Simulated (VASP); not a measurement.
This VASP 6.6.1 run on SiO2 needs a look.

POSCAR

```
SiO2
1.0
    4.9820000000      0.0000000000      0.0000000000
    0.0000000000      4.9820000000      0.0000000000
    0.0000000000      0.0000000000      6.9630000000
Si O
4 8
Direct
    0.7989700000      0.2010300000      0.7500000000
    0.7010300000      0.7010300000      0.5000000000
    0.2010300000      0.7989700000      0.2500000000
    0.2989700000      0.2989700000      0.0000000000
    0.1034700000      0.2398900000      0.8218700000
    0.2601100000      0.6034700000      0.0718700000
    0.8965300000      0.7601100000      0.3218700000
    0.7398900000      0.3965300000      0.5718700000
    0.6034700000      0.2601100000      0.9281300000
    0.7601100000      0.8965300000      0.6781300000
    0.3965300000      0.7398900000      0.4281300000
    0.2398900000      0.1034700000      0.1781300000
```

The input INCAR.step1:

```
ALGO     = Normal         # electronic algorithm
EDIFF    = 1E-6           # SCF threshold, eV
EFERMI   = MIDGAP       
ENCUT    = 460            # plane-wave cutoff, eV
GGA      = PE             # functional
GGA_COMPAT= F            
ISMEAR   = 0              # smearing method
KPAR     = 8            
LASPH    = T              # aspherical terms in the spheres
LCHARG   = T              # write CHGCAR
LREAL    = F              # projectors in reciprocal space
LWAVE    = F              # write WAVECAR
NBANDS   = 68             # bands
NELM     = 120            # most SCF steps
PREC     = Accurate       # precision mode
SIGMA    = 0.03           # smearing width, eV
```

File KPOINTS.step1:

```
k-points
0
Gamma
  5 5 4
```

Contents of INCAR.step2:

```
ALGO     = Normal         # electronic algorithm
EDIFF    = 1E-6           # SCF threshold, eV
EFERMI   = MIDGAP       
EMAX     = 10.9674      
EMIN     = -14.0326     
ENCUT    = 460            # plane-wave cutoff, eV
GGA      = PE             # functional
GGA_COMPAT= F            
ICHARG   = 11             # starting density
ISMEAR   = -5             # smearing method
LASPH    = T              # aspherical terms in the spheres
LCHARG   = F              # write CHGCAR
LORBIT   = 11             # projections on sites
LREAL    = F              # projectors in reciprocal space
LWAVE    = F              # write WAVECAR
NBANDS   = 68             # bands
NEDOS    = 2001           # points of the DOS
NELM     = 74             # most SCF steps
PREC     = Accurate       # precision mode
```

KPOINTS.step2

```
Automatic mesh
0
Gamma
  1 1 1
  0 0 0
```

Potentials or basis: VASP PAW PBE potentials, release 64 (Si, O).

Launch:

```console
$ cat potpaw_PBE.64/Si/POTCAR potpaw_PBE.64/O/POTCAR > POTCAR
$ cp INCAR.step1 INCAR
$ cp KPOINTS.step1 KPOINTS
$ mpirun -np 8 vasp_std > vasp.out
$ cp INCAR.step2 INCAR
$ cp KPOINTS.step2 KPOINTS
$ mpirun -np 8 vasp_std > vasp.out
```

OUTCAR:

```text
EDIFF = 1E-6
   EFERMI = MIDGAP
   EMIN = -14.0326
   ENCUT = 460
   GGA = PE
   ICHARG = 11
   ISMEAR = -5
   LASPH = T
   LORBIT = 11
   LREAL = F
   NELM = 74
   PREC = Accurate

|       ---->  I REFUSE TO CONTINUE WITH THIS SICK JOB ... BYE!!! <----       |
|                                                                             |
 -----------------------------------------------------------------------------
```

On the terminal:

```text
POSCAR found type information on POSCAR SiO
 POSCAR found :  2 types and      12 ions
 scaLAPACK will be used
[... 41 lines left out ...]
1
1
1
```

How did it end, and where is the flaw?

The input was rejected before any iteration. The input holds a flaw that was put in on purpose: tetrahedra on too few k points (KPAR = left out; k = 1 × 1 × 1).

A sound run on the same cell differs in these lines of the main input:
```diff
@@ -10,0 +11 @@
+KPAR     = 8            
@@ -18 +19 @@
-NELM     = 74             # most SCF steps
+NELM     = 120            # most SCF steps
```
